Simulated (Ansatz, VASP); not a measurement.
This is a calculation of MnPt2 for VASP 6.6.1.

Contents of POSCAR:

```
MnPt2
1.0
    2.8392199513      0.0000000000      0.0000000000
   -1.4196099756      2.4588366048      0.0000000000
    0.0000000000      0.0000000000      6.4886603702
Pt Mn
2 1
Direct
    0.6666666667      0.3333333333      0.3162060000
    0.3333333333      0.6666666667      0.6837940000
    0.0000000000      0.0000000000      0.0000000000
```

The input INCAR.step1:

```
SYSTEM = MnPt2
  PREC = Accurate
  ENCUT = 520
  ISMEAR = -1
  SIGMA = 0.05
  LREAL = .False.
  LASPH = .True.
  NELM = 150
  ISPIN = 2
  MAGMOM = 0 0 4
  LMAXMIX = 4
  NBANDS = 28
  GGA = PE
  ALGO = Normal
  EDIFF = 1E-4
  LWAVE = .True.
  LCHARG = .False.
```

INCAR.step2

```
SYSTEM = MnPt2
  PREC = Accurate
  ENCUT = 520
  EDIFF = 1E-6
  ISMEAR = -1
  SIGMA = 0.05
  LREAL = .False.
  LASPH = .True.
  NELM = 150
  ALGO = Normal
  ISIF = 2
  LWAVE = .False.
  LCHARG = .False.
  ISPIN = 2
  MAGMOM = 0 0 4
  LORBIT = 11
  LMAXMIX = 4
  METAGGA = R2SCAN
  LMIXTAU = .True.
  NBANDS = 28
  ISTART = 1
```

File KPOINTS:

```
Automatic mesh
0
Gamma
  11 11 4
  0 0 0
```

Potentials or basis: VASP PAW PBE potentials, release 64 (Pt, Mn_pv).

Command:

```sh
$ cat potpaw_PBE.64/Pt/POTCAR potpaw_PBE.64/Mn_pv/POTCAR > POTCAR
$ cp INCAR.step1 INCAR
$ mpirun -np 1 vasp_std > vasp.out
$ cp INCAR.step2 INCAR
$ mpirun -np 1 vasp_std > vasp.out
```

Problem. Translate it to Ansatz 0.2.0. Potentials there: Ansatz PAW.

Solution. As run (the cutoff follows the program's own potentials):

File input.yaml:

```yaml
crystal:
  lattice:
    - [2.8392199513, 0.0, 0.0]
    - [-1.4196099756, 2.4588366048, 0.0]
    - [0.0, 0.0, 6.4886603702]
  atoms:
    - { symbol: Pt, position: [0.6666666667, 0.3333333333, 0.316206] }
    - { symbol: Pt, position: [0.3333333333, 0.6666666667, 0.683794] }
    - { symbol: Mn, position: [0.0, 0.0, 0.0], spin: 4.0 }
hamiltonian:
  xc: r2scan
  pseudopotentials: { kind: paw }
magnetization:
  spin_polarized: true
kpoints:
  mp_grid: { grid: [11, 11, 4] }
scf:
  occupations: { method: fermi_dirac, width: 0.05 }
output:
  forces: true
  stress: true
  eigenvalues: true
```

Potentials or basis: Ansatz PAW.

Launch:

```console
$ ansatz run input.yaml --threads 2 --pin off --max-ram 5632MiB --backend cpu --events-out ev --progress --plain --runs-dir out
```

Both were run:

|  | VASP | Ansatz | Ansatz less VASP |
| --- | --- | --- | --- |
| gap on the k mesh at the Fermi level (eV) | none | none | - |
| pressure (GPa) | 2.3 | 1.8 | -0.52 |
| traceless stress, the component that is largest in VASP (GPa) | 1.57 | 1.49 | -0.083 |
| rms of the force components (eV/Å) | 0.049 | 0.045 | -0.0038 |
| net moment per atom (μB) | 1.60 | 1.60 | 0.000 |
| size of the moment on the site where the two differ most (μB) | 0.31 | 0.34 | +0.029 |

VASP's potentials were made for PBE, not for r2SCAN. Site moments also hang on the region over which each program counts them. Atom by atom the forces differ by 0.004 eV/Å (rms over components). A gap of «none» marks a metal or a gap that the smearing closes. The functional is the same, so the differences come from potentials, cutoffs and numerics. VASP's potentials hold 33 valence electrons a cell and Ansatz's 51, so a difference there can come from the potentials and not from the codes.

Spin-orbit coupling is off throughout. Noted on Ansatz's run: the magnetic or orbital state may not be the lowest.
